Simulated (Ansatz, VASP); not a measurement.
## One calculation of Rh, two programs

```
Rh
1.0
    -1.34349    1.34349    1.89985
     1.34349   -1.34349    1.89985
     1.34349    1.34349   -1.89985
Rh
1
Direct
  0.50000 0.50000 0.00000
```

Alike in both runs: functional r2SCAN; k mesh 28 × 28 × 28; occupations gaussian, width 0.1 eV; no spin polarisation.

Ansatz relaxed the structure, and its values are those at the end. VASP's run is a single point on that final structure, the one shown.

```csv
,VASP,Ansatz
version,VASP 6.6.1,Ansatz 0.2.0
potentials or method,"VASP PAW PBE potentials, release 64 (Rh_pv), cutoff 520 eV","scalar-relativistic, plane waves, PAW"
valence electrons in the cell,15,17
```

```csv
,VASP,Ansatz,Ansatz less VASP
gap on the k mesh at the Fermi level (eV),none,none,-
pressure (GPa),1.2,0.0,-1.20
```

VASP's potentials were made for PBE, not for r2SCAN. A gap of «none» marks a metal or a gap that the smearing closes. With one functional, cell and mesh, what is left measures potentials, basis and numerics. VASP's potentials hold 15 valence electrons a cell and Ansatz's 17, so a difference there can come from the potentials and not from the codes.
